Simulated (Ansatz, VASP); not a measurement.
**One calculation of Co, two programs**

The input INCAR:

```
SYSTEM = Co
PREC     = Accurate       ! precision mode
ENCUT    = 520            ! plane-wave cutoff, eV
EDIFF    = 1E-6           ! SCF threshold, eV
ISMEAR   = -1             ! smearing method
SIGMA    = 0.05           ! smearing width, eV
LREAL    = .FALSE.        ! projectors in reciprocal space
LASPH    = .TRUE.         ! aspherical terms in the spheres
NELM     = 150            ! most SCF steps
ALGO     = Normal         ! electronic algorithm
ISIF     = 2              ! what is computed and relaxed
LWAVE    = .FALSE.        ! write WAVECAR
LCHARG   = .TRUE.         ! write CHGCAR
ISPIN    = 2              ! spin polarisation
MAGMOM   = 2 2            ! initial moments
LORBIT   = 11             ! projections on sites
LMAXMIX  = 4              ! l up to which the mixer works
GGA      = PS             ! functional
LELF     = .TRUE.         ! ELF
LVHAR    = .TRUE.       
NBANDS   = 20             ! bands
```

The input KPOINTS:

```
regular mesh
0
G
  19 19 10
  0 0 0
```

The input POSCAR:

```
Co
1.0
    2.5945708955      0.0000000000      0.0000000000
   -1.2972854477      2.2469643074      0.0000000000
    0.0000000000      0.0000000000      4.0910000000
Co
2
Direct
    0.3333333333      0.6666666667      0.2500000000
    0.6666666667      0.3333333333      0.7500000000
```

Input for Ansatz:

```yaml
crystal:
  lattice:
    - [2.5945708955, 0.0, 0.0]
    - [-1.2972854477, 2.2469643074, 0.0]
    - [0.0, 0.0, 4.091]
  atoms:
    - { symbol: Co, position: [0.3333333333, 0.6666666667, 0.25], spin: 2.0 }
    - { symbol: Co, position: [0.6666666667, 0.3333333333, 0.75], spin: 2.0 }
magnetization:
  spin_polarized: true
kpoints:
  mp_grid: { grid: [19, 19, 10] }
  band_path:
    path:
      - [0.0, 0.0, 0.0]
      - [0.5, 0.0, 0.0]
      - [0.3333333333, 0.3333333333, 0.0]
      - [0.0, 0.0, 0.0]
      - [0.0, 0.0, 0.5]
      - [0.5, 0.0, 0.5]
      - [0.3333333333, 0.3333333333, 0.5]
      - [0.0, 0.0, 0.5]
      - [0.5, 0.0, 0.5]
    npoints: 5
scf:
  occupations: { method: fermi_dirac, width: 0.05 }
hamiltonian:
  xc: pbesol
  pseudopotentials: { kind: all_electron, lapw: { basis_error: 0.0005 } }
output:
  forces: true
  stress: true
  eigenvalues: true
```

Change from the starting cell: equal xx and yy strain of +3 %.

Alike in both runs: task single point; functional PBEsol; k mesh 19 × 19 × 10; occupations fermi-dirac, width 0.05 eV; collinear spin.

|  | VASP | Ansatz |
| --- | --- | --- |
| version | VASP 6.6.1 | Ansatz 0.2.0 |
| potentials or method | VASP PAW PBE potentials, release 64 (Co), cutoff 520 eV | all-electron LAPW, scalar-relativistic |

|  | VASP | Ansatz | Ansatz less VASP |
| --- | --- | --- | --- |
| pressure (GPa) | -24.6 | -24.4 | +0.21 |
| traceless stress, the component that is largest in VASP (GPa) | 3.24 | 3.48 | +0.236 |
| net moment per atom (μB) | 1.66 | 1.67 | +0.010 |
| size of the moment on the site where the two differ most (μB) | 1.70 | 1.73 | +0.036 |

VASP's potentials were made for PBE, not for PBEsol. Site moments also hang on the region over which each program counts them. Ansatz ran all-electron here, and VASP with PAW potentials.
